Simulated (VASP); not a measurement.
# W (Fm-3m) in VASP: further runs

The runs below take W through single point, relaxation of cell and atoms, with LDA.

Everything below comes from runs of VASP 6.6.1. Logs are shortened: lines on timing, memory, paths and dates and some standing lists are left out, and cuts for length are marked.

**1. The cell of the first run**

The structure is cubic, space group Fm-3m (No. 225). The conventional cell has a = 3.973 Å, b = 3.973 Å, c = 3.973 Å, α = 90.00°, β = 90.00°, γ = 90.00°. W (site symmetry m-3m) has 12 W at 2.81 Å within 3.7 Å.

**2. Single point, LDA**

File INCAR:

```
ALGO = Fast
EDIFF = 1E-7
ENCUT = 520
ISIF = 2
ISMEAR = 0
LASPH = True
LCHARG = True
LELF = True
LREAL = False
LVHAR = True
LWAVE = False
NBANDS = 13
NELM = 100
PREC = Accurate
SIGMA = 0.1
```

File KPOINTS:

```
k-points
0
Gamma
  18 18 18
```

File POSCAR:

```
W
1.0
    0.0000000000      1.9862702909      1.9862702909
    1.9862702909      0.0000000000      1.9862702909
    1.9862702909      1.9862702909      0.0000000000
W
1
Direct
    0.0000000000      0.0000000000      0.0000000000
```

Potentials or basis: VASP PAW LDA potentials, release 64 (W_sv).

The run is started by

```console
$ cat potpaw_LDA.64/W_sv/POTCAR > POTCAR
$ mpirun -np 1 vasp_std > vasp.out
```

OUTCAR:

```text
EDIFF = 1E-7
   ENCUT = 520
   ISIF = 2
   ISMEAR = 0
   LASPH = True
   LREAL = False
   NELM = 100
   PREC = Accurate

 ion  position               nearest neighbor table
   1  0.000  0.000  0.000-

  LATTYP: Found a face centered cubic cell.
 ALAT       =     3.9725405818

  Lattice vectors:

 A1 = (   0.0000000000,   1.9862702909,   1.9862702909)
 A2 = (   1.9862702909,   0.0000000000,   1.9862702909)
 A3 = (   1.9862702909,   1.9862702909,   0.0000000000)

Analysis of symmetry for initial positions (statically):
=====================================================================
 Subroutine PRICEL returns:
 Original cell was already a primitive cell.

 Routine SETGRP: Setting up the symmetry group for a
 face centered cubic supercell.

 Subroutine GETGRP returns: Found 48 space group operations
 (whereof 48 operations were pure point group operations)
 out of a pool of 48 trial point group operations.

The static configuration has the point symmetry O_h .

Analysis of symmetry for dynamics (positions and initial velocities):
=====================================================================
 Subroutine PRICEL returns:
 Original cell was already a primitive cell.

 Routine SETGRP: Setting up the symmetry group for a
 face centered cubic supercell.

 Subroutine GETGRP returns: Found 48 space group operations
 (whereof 48 operations were pure point group operations)
 out of a pool of 48 trial point group operations.

The dynamic configuration has the point symmetry O_h .

 Subroutine INISYM returns: Found 48 space group operations
 (whereof 48 operations are pure point group operations),
 and found     1 'primitive' translations

----------------------------------------------------------------------------------------

                                     Primitive cell

  volume of cell :      15.6727

  direct lattice vectors                    reciprocal lattice vectors
     0.000000000  1.986270291  1.986270291    -0.251728077  0.251728077  0.251728077
     1.986270291  0.000000000  1.986270291     0.251728077 -0.251728077  0.251728077
     1.986270291  1.986270291  0.000000000     0.251728077  0.251728077 -0.251728077

  length of vectors
     2.809010384  2.809010384  2.809010384     0.436005818  0.436005818  0.436005818

  position of ions in fractional coordinates (direct lattice)
     0.000000000  0.000000000  0.000000000

  ion indices of the primitive-cell ions
   primitive index   ion index
                 1           1

----------------------------------------------------------------------------------------

 KPOINTS: k-points

Automatic generation of k-mesh.
 Grid dimensions read from file:
 generate k-points for:   18   18   18

 Generating k-lattice:

  Cartesian coordinates                     Fractional coordinates (reciprocal lattice)
    -0.013984893  0.013984893  0.013984893     0.055555556  0.000000000  0.000000000
     0.013984893 -0.013984893  0.013984893     0.000000000  0.055555556  0.000000000
     0.013984893  0.013984893 -0.013984893     0.000000000  0.000000000  0.055555556

  Length of vectors
     0.024222545  0.024222545  0.024222545

  Shift w.r.t. Gamma in fractional coordinates (k-lattice)
     0.000000000  0.000000000  0.000000000

 Subroutine IBZKPT returns following result:
 ===========================================

 Found    195 irreducible k-points:

 Following reciprocal coordinates:
            Coordinates               Weight
  0.000000  0.000000  0.000000      1.000000
  0.055556  0.000000  0.000000      8.000000
  0.111111  0.000000  0.000000      8.000000
  0.166667  0.000000  0.000000      8.000000
  0.222222  0.000000  0.000000      8.000000
  0.277778  0.000000  0.000000      8.000000
[... 16 lines left out ...]
 -0.277778  0.055556  0.000000     24.000000
 -0.222222  0.055556  0.000000     24.000000
 [... further k-points ...]
   k-points           NKPTS =    195   k-points in BZ     NKDIM =    195   number of bands    NBANDS=     13
   number of dos      NEDOS =    301   number of ions     NIONS =      1
   total plane-waves  NPLWV =  13824
   dimension x,y,z NGX =    24 NGY =   24 NGZ =   24
   dimension x,y,z NGXF=    48 NGYF=   48 NGZF=   48
   ions per type =               1
   NGX,Y,Z   is equivalent  to a cutoff of  14.20, 14.20, 14.20 a.u.
   NGXF,Y,Z  is equivalent  to a cutoff of  28.41, 28.41, 28.41 a.u.
 SYSTEM =  unknown system
   PREC   = accura    normal or accurate (medium, high low for compatibility)
   ISTART =      0    job   : 0-new  1-cont  2-samecut
   ICHARG =      2    charge: 1-file 2-atom 10-const
   ISPIN  =      1    spin polarized calculation?
   LNONCOLLINEAR =      F non collinear calculations
   LSORBIT =      F    spin-orbit coupling
   LASPH  =      T    aspherical Exc in radial PAW
   ENCUT  =  520.0 eV  38.22 Ry    6.18 a.u.   5.22  5.22  5.22*2*pi/ulx,y,z
   NELM   =    100;   NELMIN=  2; NELMDL= -5     # of ELM steps
   EDIFF  = 0.1E-06   stopping-criterion for ELM
   LREAL  =      F    real-space projection
   EDIFFG = 0.1E-05   stopping-criterion for IOM
   NSW    =      0    number of steps for IOM
   IBRION =     -1    ionic relax: 0-MD 1-quasi-New 2-CG
   NFREE  =      0    steps in history (QN), initial steepest desc. (CG)
   ISIF   =      2    stress and relaxation
   ISYM   =      2    0-nonsym 1-usesym 2-fastsym
   POTIM  = 0.5000    time-step for ionic-motion
   TEBEG  =    0.0;   TEEND  =   0.0 temperature during run
   PSTRESS=    0.0 pullay stress
   NELECT =      14.0000    total number of electrons
   NUPDOWN=      -1.0000    fix difference up-down
   EMIN   =  10.00;   EMAX   =-10.00  energy-range for DOS
   EFERMI =   0.00;   METHOD = LEGACY
   ISMEAR =     0;   SIGMA  =   0.10  broadening in eV -4-tet -1-fermi 0-gaus
   EFERMI_NEDOS =   21; number of points for ismear=-14 and -15
   IALGO  =     68    algorithm
   IMIX   =      4    mixing-type and parameters
     AMIX     =   0.40;   BMIX     =  1.00
     AMIX_MAG =   1.60;   BMIX_MAG =  1.00
  volume/ion in A,a.u.               =      15.67       105.76
  Fermi-wavevector in a.u.,A,eV,Ry     =   1.576652  2.979440 33.821789  2.485831
  Thomas-Fermi vector in A             =   2.677453
   LORBIT       =      0    0 simple, 1 ext, 2 COOP (PROOUT), +10 PAW based schemes
   GGA     = CA    functional components
   LHFCALC =     F    Hartree Fock is set to
   AEXX    =    0.0000 exact exchange contribution
   IVDW    =     0    specifies the selected vdW correction
   LEPSILON=     F    determine dielectric tensor
   LRPA    =     F    only Hartree local field effects (RPA)
 non-spin polarized calculation
 RMM-DIIS sequential band-by-band and
 Gauss-broadening in eV      SIGMA  =   0.10
  energy-cutoff  :      520.00
  volume of cell :       15.67
 maximum number of plane-waves:       444
 NGX is ok and might be reduce to    24
   NGX = 11   NGY = 11   NGZ = 11

 number of electron      13.9999999 magnetization

 Free energy of the ion-electron system (eV)
  ---------------------------------------------------
  ext. energy  EPLUGINS =         0.00000000
  ---------------------------------------------------
  free energy    TOTEN  =       -13.61472890 eV

  energy without entropy =      -13.60925602  energy(sigma->0) =      -13.61199246

 E-fermi :  10.9820     XC(G=0): -13.8817

 val. band max:       10.9756341004   @ k =  -0.3333   0.1667   0.0556
 cond. band min:      11.0027654937   @ k =   0.2222   0.1111   0.0000
 fundamental gap:      0.0271313933
 Fermi energy:        10.9819793848

 k-point     1 :       0.0000    0.0000    0.0000
  band No.  band energies     occupation
      1     -62.1380      2.00000
      2     -25.9495      2.00000
      3     -25.9495      2.00000
      4     -25.9495      2.00000
      5       1.8682      2.00000
      6      10.3599      2.00000
      7      10.3599      2.00000
      8      10.3599      2.00000
      9      13.6609      0.00000
     10      13.6609      0.00000
     11      23.9316      0.00000
     12      29.3123      0.00000
     13      29.3123      0.00000

 k-point     2 :       0.0556    0.0000    0.0000
  band No.  band energies     occupation
      1     -62.1339      2.00000
      2     -25.9939      2.00000
      3     -25.9550      2.00000
      4     -25.9550      2.00000
      5       2.0129      2.00000
      6      10.2482      2.00000
      7      10.4281      2.00000
      8      10.4281      2.00000
      9      13.5959      0.00000
     10      13.5959      0.00000
     11      24.2228      0.00000
     12      28.6982      0.00000
     13      29.5839      0.00000

 k-point     3 :       0.1111    0.0000    0.0000
  band No.  band energies     occupation
      1     -62.1223      2.00000
      2     -26.1205      2.00000
      3     -25.9710      2.00000
      4     -25.9710      2.00000
      5       2.4297      2.00000
      6       9.9621      2.00000
      7      10.6055      2.00000
      8      10.6055      2.00000
      9      13.4495      0.00000
     10      13.4495      0.00000
     11      25.0011      0.00000
     12      27.5418      0.00000
     13      30.3709      0.00000
[... 305 lines left out ...]
 k-point    23 :      -0.2778    0.0556    0.0000
  band No.  band energies     occupation
      1     -62.0490      2.00000
      2     -26.8472      2.00000
      3     -26.1143      2.00000
      4     -26.0531      2.00000
      5       4.7983      2.00000
      6       9.4487      2.00000
      7      10.5773      2.00000
      8      10.7484      1.99905
      9      13.7516      0.00000
     10      14.9099      0.00000
     11      23.8140      0.00000
     12      28.2600      0.00000
     13      33.1005      0.00000

 k-point    24 :      -0.2222    0.0556    0.0000
  band No.  band energies     occupation
      1     -62.0720      2.00000
      2     -26.6216      2.00000
      3     -26.0819      2.00000
      4     -26.0210      2.00000
      5       4.1714      2.00000
      6       9.2650      2.00000
      7      10.7910      1.99308
      8      10.9414      1.43359
      9      13.1416      0.00000
     10      14.2483      0.00000
     11      24.6883      0.00000
     12      28.3751      0.00000
     13      32.6604      0.00000

 [... further k-points ...]

------------------------ aborting loop because EDIFF is reached ----------------------------------------

  FORCE on cell =-STRESS in cart. coord.  units (eV):
  Direction    XX          YY          ZZ          XY          YZ          ZX
  --------------------------------------------------------------------------------------
  -------------------------------------------------------------------------------------
  Total        0.1827776      0.1827776      0.1827776     -0.0000000      0.0000000      0.0000000
  in kB       18.6848034     18.6848034     18.6848034     -0.0000000      0.0000000      0.0000000
  external PRESSURE =      18.6848034 kB  Pullay stress =       0.0000000 kB

 VOLUME and BASIS-vectors are now :
 -----------------------------------------------------------------------------
  energy-cutoff  :      520.00
  volume of cell :       15.67
      direct lattice vectors                 reciprocal lattice vectors
     0.000000000  1.986270291  1.986270291    -0.251728077  0.251728077  0.251728077
     1.986270291  0.000000000  1.986270291     0.251728077 -0.251728077  0.251728077
     1.986270291  1.986270291  0.000000000     0.251728077  0.251728077 -0.251728077

 POSITION                                       TOTAL-FORCE (eV/Angst)
 -----------------------------------------------------------------------------------
      0.00000      0.00000      0.00000        -0.000000     -0.000000      0.000000
 -----------------------------------------------------------------------------------
    total drift:                               -0.000000      0.000000      0.000000

  FREE ENERGIE OF THE ION-ELECTRON SYSTEM (eV)
  ---------------------------------------------------
  free  energy   TOTEN  =       -13.6147288991 eV

  energy  without entropy=      -13.6092560203  energy(sigma->0) =      -13.61199246
```

Wall time 29 s (1 thread of Intel Xeon 6975P-C, shared host); peak memory 0.16 GiB.

Results:

- Free energy: -13.6147 eV
- Pressure: 1.9 GPa
- Band gap on the k mesh: zero (band 7 reaches 14.47 eV, above the bottom of band 8 at 10.36 eV)

Caveat: spin-orbit coupling is left out, which moves the levels of the heavy elements.

**3. Relaxation of cell and atoms, LDA**

File INCAR:

```
SYSTEM = W
PREC     = Accurate       ! precision mode
ENCUT    = 600            ! plane-wave cutoff, eV
EDIFF    = 1E-6           ! SCF threshold, eV
ISMEAR   = 0              ! smearing method
SIGMA    = 0.1            ! smearing width, eV
LREAL    = .False.        ! projectors in reciprocal space
LASPH    = .True.         ! aspherical terms in the spheres
NELM     = 80             ! most SCF steps
ALGO     = Normal         ! electronic algorithm
ISIF     = 3              ! what is computed and relaxed
LWAVE    = .False.        ! write WAVECAR
LCHARG   = .False.        ! write CHGCAR
IBRION   = 2              ! ionic algorithm
NSW      = 100            ! ionic steps
EDIFFG   = -0.005         ! ionic threshold
```

File KPOINTS:

```
Automatic mesh
0
Gamma
  18 18 18
  0 0 0
```

POSCAR is that of step 2.

Potentials or basis: VASP PAW LDA potentials, release 64 (W_sv).

The run is started by

```console
$ cat potpaw_LDA.64/W_sv/POTCAR > POTCAR
$ mpirun -np 1 vasp_std > vasp.out
```

Wall time 38 s (1 thread of Intel Xeon 6975P-C, shared host); peak memory 0.17 GiB.

Results (log left out):

```
Free energy                            : -13.6153 eV
Relaxed volume                         : 15.77 Å³/atom
Relaxed cell                           : a = 2.815 Å, b = 2.815 Å, c = 2.815 Å, α = 60.00°, β = 60.00°, γ = 60.00°
Space group after relaxing (to 0.05 Å) : Fm-3m (No. 225)
Energy gained by relaxing              : 0.6 meV/atom
Ionic steps                            : 3
Pressure after relaxing                : 0.0 GPa
Band gap on the k mesh                 : zero (band 7 reaches 14.35 eV, above the bottom of band 8 at 10.28 eV)
```

Step by step:
| step | energy change (eV) | largest force (eV/Å) | pressure (GPa) | volume (Å³) |
| --- | --- | --- | --- | --- |
| 1 | 0.0000 | 0.0000 | 1.94 | 15.67 |
| 2 | 0.0063 | 0.0000 | -6.40 | 16.11 |
| 3 | -0.0006 | 0.0000 | -0.02 | 15.77 |

Final structure:
```cif
data_structure
_symmetry_space_group_name_H-M 'P 1'
_symmetry_Int_Tables_number 1
_cell_length_a 2.8147
_cell_length_b 2.8147
_cell_length_c 2.8147
_cell_angle_alpha 60.000
_cell_angle_beta 60.000
_cell_angle_gamma 60.000
_cell_volume 15.77
loop_
_atom_site_label
_atom_site_type_symbol
_atom_site_fract_x
_atom_site_fract_y
_atom_site_fract_z
_atom_site_occupancy
W1 W 0.00000 0.00000 0.00000 1
```

Levels at points of the mesh, in eV from the Fermi level:
```
           k point  band 5  band 6  band 7  band 8  band 9  band 10
(0.00, 0.00, 0.00)   -9.08   -0.62   -0.62   -0.62    2.66     2.66
(0.50, 0.00, 0.00)   -5.77   -0.87   -0.87    0.94    5.31     5.31
(0.50, 0.50, 0.00)   -5.75   -4.75    3.45    5.26    6.11     6.11
```

Caveat: spin-orbit coupling is left out, which moves the levels of the heavy elements.
